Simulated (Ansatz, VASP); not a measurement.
**One calculation of Ta2PtS4, two programs**

The input INCAR:

```
SYSTEM = Ta2PtS4
PREC = Accurate
ENCUT = 520
EDIFF = 1E-7
ISMEAR = 0
SIGMA = 0.1
LREAL = .False.
LASPH = .True.
NELM = 150
ALGO = Normal
ISIF = 2
LWAVE = .False.
LCHARG = .False.
ISPIN = 2
MAGMOM = 1 1 1 0 0 0 0
LORBIT = 11
LMAXMIX = 4
GGA = PE
NBANDS = 41
```

KPOINTS

```
regular mesh
0
Gamma
  4 4 6
  0 0 0
```

The input POSCAR:

```
Ta2PtS4
1.0
    3.6580209600     -5.1812867000      0.0000000000
    3.6580209600      5.1812867000      0.0000000000
    0.0000000000      0.0000000000      3.6379513700
Ta Pt S
2 1 4
Direct
    0.5000000000      0.0000000000      0.5000000000
    0.0000000000      0.5000000000      0.5000000000
    0.0000000000      0.0000000000      0.0000000000
    0.7590458400      0.7590458400      0.5000000000
    0.2409541600      0.2409541600      0.5000000000
    0.7564236600      0.2435763400      0.0000000000
    0.2435763400      0.7564236600      0.0000000000
```

Input for Ansatz:

```yaml
crystal:
  lattice:
    - [3.65802096, -5.1812867, 0.0]
    - [3.65802096, 5.1812867, 0.0]
    - [0.0, 0.0, 3.63795137]
  atoms:
    - { symbol: Ta, position: [0.5, 0.0, 0.5], spin: 1.0 }
    - { symbol: Ta, position: [0.0, 0.5, 0.5], spin: 1.0 }
    - { symbol: Pt, position: [0.0, 0.0, 0.0], spin: 1.0 }
    - { symbol: S, position: [0.75904584, 0.75904584, 0.5] }
    - { symbol: S, position: [0.24095416, 0.24095416, 0.5] }
    - { symbol: S, position: [0.75642366, 0.24357634, 0.0] }
    - { symbol: S, position: [0.24357634, 0.75642366, 0.0] }
basis:
  ecutwfc: 420
kpoints:
  mp_grid: { grid: [4, 4, 6] }
hamiltonian:
  xc: pbe
scf:
  occupations: { method: gaussian, width: 0.1 }
  lower_state_search: "off"
output:
  forces: true
  stress: true
  eigenvalues: true
  populations: true
magnetization:
  spin_polarized: true
```

Change from the starting cell: species swapped into the Li2MnBr4 type (Cmmm, No. 65).

Alike in both runs: task single point; functional PBE; k mesh 4 × 4 × 6; occupations gaussian, width 0.1 eV; collinear spin.

|  | VASP | Ansatz |
| --- | --- | --- |
| version | VASP 6.6.1 | Ansatz 0.2.0 |
| potentials or method | VASP PAW PBE potentials, release 64 (Ta_pv, Pt, S), cutoff 520 eV | scalar-relativistic, plane waves, PAW |
| valence electrons in the cell | 56 | 68 |

Ansatz gave:

```
gap on the k mesh at the Fermi level (eV)                     : none
pressure (GPa)                                                : -8.5
traceless stress, the component that is largest in VASP (GPa) : -1.40
rms of the force components (eV/Å)                            : 0.162
net moment per atom (μB)                                      : 0.15
size of the moment on the site where the two differ most (μB) : 0.28
```

Question: Estimate VASP's values.

Answer: gap on the k mesh at the Fermi level (eV): none; pressure (GPa): -8.5; traceless stress, the component that is largest in VASP (GPa): -1.41; rms of the force components (eV/Å): 0.165; net moment per atom (μB): 0.15; size of the moment on the site where the two differ most (μB): 0.34.

Site moments also hang on the region over which each program counts them. Atom by atom the forces differ by 0.004 eV/Å (rms over components). A gap of «none» marks a metal or a gap that the smearing closes. The functional is the same, so the differences come from potentials, cutoffs and numerics. VASP's potentials hold 56 valence electrons a cell and Ansatz's 68, so a difference there can come from the potentials and not from the codes.

Neither program's run includes spin-orbit coupling.
